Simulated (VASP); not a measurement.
# SrO (P6_3/mmc) in VASP: notebook

The runs below take SrO through single point, with PBE.

Program: VASP 6.6.1. These are calculated values, not measurements. Logs are shortened: lines on timing, memory, paths and dates and some standing lists are left out, and cuts for length are marked.

## Step 1: The cell of the first run

The structure is hexagonal, space group P6_3/mmc (No. 194). The conventional cell has a = 3.570 Å, b = 3.570 Å, c = 5.873 Å, α = 90.00°, β = 90.00°, γ = 120.00°. Within 3.3 Å of Sr (site symmetry -6m2) lie 6 O at 2.53 Å. Within 3.3 Å of O (site symmetry -3m) lie 6 Sr at 2.53 Å and 2 O at 2.94 Å.

## Step 2: Single point, PBE (strained)

The input, INCAR:

```
SYSTEM = SrO
ALGO = Normal
EDIFF = 1E-6
ENCUT = 520
GGA = PE
ISIF = 2
ISMEAR = 0
LASPH = .TRUE.
LCHARG = .FALSE.
LREAL = .FALSE.
LWAVE = .FALSE.
NBANDS = 24
NELM = 60
PREC = Accurate
SIGMA = 0.02
```

The input, KPOINTS:

```
k-points
0
G
  9 9 6
  0 0 0
```

The input, POSCAR:

```
SrO
1.0
    3.5699174785      0.0000000000      0.0000000000
   -1.7849587392      3.0916392258      0.0000000000
    0.0000000000      0.0000000000      5.8733627238
Sr O
2 2
Direct
    0.3333333300      0.6666666700      0.2500000000
    0.6666666700      0.3333333300      0.7500000000
    0.0000000000      0.0000000000      0.0000000000
    0.0000000000      0.0000000000      0.5000000000
```

Potentials or basis: VASP PAW PBE potentials, release 64 (Sr_sv, O).

Started as:

```console
cat potpaw_PBE.64/Sr_sv/POTCAR potpaw_PBE.64/O/POTCAR > POTCAR
mpirun -np 1 vasp_std > vasp.out
```

OUTCAR:

```text
SYSTEM = SrO
   EDIFF = 1E-6
   ENCUT = 520
   GGA = PE
   ISIF = 2
   ISMEAR = 0
   LASPH = .TRUE.
   LREAL = .FALSE.
   NELM = 60
   PREC = Accurate

 ion  position               nearest neighbor table
   1  0.333  0.667  0.250-   3 2.53   4 2.53   3 2.53   4 2.53   3 2.53   4 2.53   2 3.59   2 3.59
                             2 3.59   2 3.59   2 3.59   2 3.59   2 5.06   2 5.06   2 5.06   2 5.06
   2  0.667  0.333  0.750-   3 2.53   4 2.53   3 2.53   4 2.53   3 2.53   4 2.53   1 3.59   1 3.59
                             1 3.59   1 3.59   1 3.59   1 3.59   1 5.06   1 5.06   1 5.06   1 5.06
   3  0.000  0.000  0.000-   1 2.53   2 2.53   1 2.53   2 2.53   2 2.53   1 2.53
   4  0.000  0.000  0.500-   1 2.53   2 2.53   1 2.53   2 2.53   2 2.53   1 2.53

  LATTYP: Found a hexagonal cell.
 ALAT       =     3.5699174785
 C/A-ratio  =     1.6452376726

  Lattice vectors:

 A1 = (   3.5699174785,   0.0000000000,   0.0000000000)
 A2 = (  -1.7849587392,   3.0916392258,   0.0000000000)
 A3 = (   0.0000000000,   0.0000000000,   5.8733627238)

Analysis of symmetry for initial positions (statically):
=====================================================================
 Subroutine PRICEL returns:
 Original cell was already a primitive cell.

 Routine SETGRP: Setting up the symmetry group for a
 hexagonal supercell.

 Subroutine GETGRP returns: Found 24 space group operations
 (whereof 12 operations were pure point group operations)
 out of a pool of 24 trial point group operations.

The static configuration has the point symmetry D_3d.
 The point group associated with its full space group is D_6h.

Analysis of symmetry for dynamics (positions and initial velocities):
=====================================================================
 Subroutine PRICEL returns:
 Original cell was already a primitive cell.

 Routine SETGRP: Setting up the symmetry group for a
 hexagonal supercell.

 Subroutine GETGRP returns: Found 24 space group operations
 (whereof 12 operations were pure point group operations)
 out of a pool of 24 trial point group operations.

The dynamic configuration has the point symmetry D_3d.
 The point group associated with its full space group is D_6h.

 Subroutine INISYM returns: Found 24 space group operations
 (whereof 12 operations are pure point group operations),
 and found     1 'primitive' translations

----------------------------------------------------------------------------------------

                                     Primitive cell

[... 90 lines left out ...]
   LSORBIT =      F    spin-orbit coupling
   LASPH  =      T    aspherical Exc in radial PAW
   ENCUT  =  520.0 eV  38.22 Ry    6.18 a.u.   6.64  6.64 10.92*2*pi/ulx,y,z
   NELM   =     60;   NELMIN=  2; NELMDL= -5     # of ELM steps
   EDIFF  = 0.1E-05   stopping-criterion for ELM
   LREAL  =      F    real-space projection
   EDIFFG = 0.1E-04   stopping-criterion for IOM
   NSW    =      0    number of steps for IOM
   IBRION =     -1    ionic relax: 0-MD 1-quasi-New 2-CG
   NFREE  =      0    steps in history (QN), initial steepest desc. (CG)
   ISIF   =      2    stress and relaxation
   ISYM   =      2    0-nonsym 1-usesym 2-fastsym
   POTIM  = 0.5000    time-step for ionic-motion
   TEBEG  =    0.0;   TEEND  =   0.0 temperature during run
   PSTRESS=    0.0 pullay stress
   NELECT =      32.0000    total number of electrons
   NUPDOWN=      -1.0000    fix difference up-down
   EMIN   =  10.00;   EMAX   =-10.00  energy-range for DOS
   EFERMI =   0.00;   METHOD = LEGACY
   ISMEAR =     0;   SIGMA  =   0.02  broadening in eV -4-tet -1-fermi 0-gaus
   EFERMI_NEDOS =   21; number of points for ismear=-14 and -15
   IALGO  =     38    algorithm
   IMIX   =      4    mixing-type and parameters
     AMIX     =   0.40;   BMIX     =  1.00
     AMIX_MAG =   1.60;   BMIX_MAG =  1.00
  volume/ion in A,a.u.               =      16.21       109.36
  Fermi-wavevector in a.u.,A,eV,Ry     =   1.293839  2.445001 22.776414  1.674019
  Thomas-Fermi vector in A             =   2.425459
   LORBIT       =      0    0 simple, 1 ext, 2 COOP (PROOUT), +10 PAW based schemes
   GGA     = PE    functional components
   LHFCALC =     F    Hartree Fock is set to
   AEXX    =    0.0000 exact exchange contribution
   IVDW    =     0    specifies the selected vdW correction
   LEPSILON=     F    determine dielectric tensor
   LRPA    =     F    only Hartree local field effects (RPA)
 non-spin polarized calculation
 Gauss-broadening in eV      SIGMA  =   0.02
  energy-cutoff  :      520.00
  volume of cell :       64.82
 maximum number of plane-waves:      1786
 NGX is ok and might be reduce to    28
   NGX = 13   NGY = 13   NGZ = 21

 number of electron      31.9999996 magnetization

 Free energy of the ion-electron system (eV)
  ---------------------------------------------------
  ext. energy  EPLUGINS =         0.00000000
  ---------------------------------------------------
  free energy    TOTEN  =       -23.54840499 eV

  energy without entropy =      -23.54840499  energy(sigma->0) =      -23.54840499

 E-fermi :   2.8541     XC(G=0): -10.2401

 val. band max:        2.7564299619   @ k =   0.0000   0.0000   0.0000
 cond. band min:       5.5477712695   @ k =   0.4444   0.0000   0.0000
 fundamental gap:      2.7913413076
 Fermi energy:         2.8540893549

 k-point     1 :       0.0000    0.0000    0.0000
  band No.  band energies     occupation
      1     -30.3573      2.00000
      2     -30.1912      2.00000
      3     -14.7524      2.00000
      4     -13.1712      2.00000
      5     -12.0327      2.00000
      6     -12.0327      2.00000
[... 637 lines left out ...]
     23      12.3764      0.00000
     24      12.3764      0.00000

 [... further k-points ...]
[... 5 lines left out ...]
  --------------------------------------------------------------------------------------
  -------------------------------------------------------------------------------------
  Total        1.3929755      1.3929755      6.1195810      0.0000000      0.0000000      0.0000000
  in kB       34.4286695     34.4286695    151.2510727      0.0000000      0.0000000      0.0000000
  external PRESSURE =      73.3694706 kB  Pullay stress =       0.0000000 kB

 VOLUME and BASIS-vectors are now :
 -----------------------------------------------------------------------------
  energy-cutoff  :      520.00
  volume of cell :       64.82
      direct lattice vectors                 reciprocal lattice vectors
     3.569917478  0.000000000  0.000000000     0.280118520  0.161726503  0.000000000
    -1.784958739  3.091639226  0.000000000     0.000000000  0.323453006  0.000000000
     0.000000000  0.000000000  5.873362724     0.000000000  0.000000000  0.170260215

 POSITION                                       TOTAL-FORCE (eV/Angst)
 -----------------------------------------------------------------------------------
     -0.00000      2.06109      1.46834        -0.000000      0.000000      0.000000
      1.78496      1.03055      4.40502         0.000000      0.000000      0.000000
      0.00000      0.00000      0.00000        -0.000000      0.000000      0.000000
      0.00000      0.00000      2.93668        -0.000000      0.000000      0.000000
 -----------------------------------------------------------------------------------
    total drift:                               -0.000010      0.000006     -0.000000

  FREE ENERGIE OF THE ION-ELECTRON SYSTEM (eV)
  ---------------------------------------------------
  free  energy   TOTEN  =       -23.5484049870 eV

  energy  without entropy=      -23.5484049870  energy(sigma->0) =      -23.54840499
```

OSZICAR:

```text
N       E                     dE             d eps       ncg     rms          rms(c)
DAV:   1     0.169963815225E+03    0.16996E+03   -0.16288E+04  2304   0.128E+03
DAV:   2    -0.181269592436E+02   -0.18809E+03   -0.17721E+03  3312   0.285E+02
DAV:   3    -0.281013870723E+02   -0.99744E+01   -0.99117E+01  3544   0.578E+01
DAV:   4    -0.283431747500E+02   -0.24179E+00   -0.24174E+00  3040   0.722E+00
DAV:   5    -0.283450754795E+02   -0.19007E-02   -0.19007E-02  3232   0.722E-01    0.250E+01
DAV:   6    -0.237189797214E+02    0.46261E+01   -0.19510E+01  2520   0.252E+01    0.297E+01
DAV:   7    -0.236261948898E+02    0.92785E-01   -0.15182E+00  3296   0.661E+00    0.196E+01
DAV:   8    -0.235632809553E+02    0.62914E-01   -0.63174E-01  2368   0.520E+00    0.259E+00
DAV:   9    -0.235453730880E+02    0.17908E-01   -0.85633E-02  3128   0.198E+00    0.501E-01
DAV:  10    -0.235478440623E+02   -0.24710E-02   -0.86338E-03  2840   0.547E-01    0.217E-01
DAV:  11    -0.235483302225E+02   -0.48616E-03   -0.17587E-03  2544   0.244E-01    0.473E-02
DAV:  12    -0.235484071223E+02   -0.76900E-04   -0.17275E-04  3192   0.741E-02    0.529E-02
DAV:  13    -0.235484041603E+02    0.29620E-05   -0.19220E-05  2648   0.312E-02    0.886E-03
DAV:  14    -0.235484049870E+02   -0.82675E-06   -0.31362E-06  2936   0.101E-02
   1 F= -.23548405E+02 E0= -.23548405E+02  d E =-.102510E-14
```

stdout:

```text
POSCAR found type information on POSCAR SrO
 POSCAR found :  2 types and       4 ions
 scaLAPACK will be used
 LDA part: xc-table for (Slater+PW92), standard interpolation
 POSCAR, INCAR and KPOINTS ok, starting setup
 FFT: planning ... GRIDC
 FFT: planning ... GRID_SOFT
 FFT: planning ... GRID
 WAVECAR not read
 entering main loop
```

It took 65 s on 1 thread of AMD EPYC 7R13 (Zen 3), shared host; peak memory 0.19 GiB.

Results:

- Free energy: -23.5484 eV
- Pressure: 7.3 GPa
- Band gap on the k mesh: 2.79 eV (least direct gap 2.98 eV)

Stress tensor (GPa, compression positive):
```
 3.44  0.00  0.00
 0.00  3.44  0.00
 0.00  0.00 15.13
```

Levels at points of the mesh, in eV from the valence-band top:
```csv
k point,band 12,band 13,band 14,band 15,band 16,band 17,band 18,band 19,band 20,band 21
"(0.00, 0.00, 0.00)",-1.55,-1.55,-1.22,-1.22,0.00,2.98,4.82,5.36,6.01,6.01
"(0.00, 0.00, 0.50)",-1.86,-1.43,-1.43,-1.43,-1.43,4.76,4.76,5.92,5.92,7.17
```

Caveat: the cell differs from its parent crystal (strained); the cell stands under pressure; an odd mesh through Γ misses points on the zone boundary, where band edges can lie.

(Continued in part 2 of 2.)
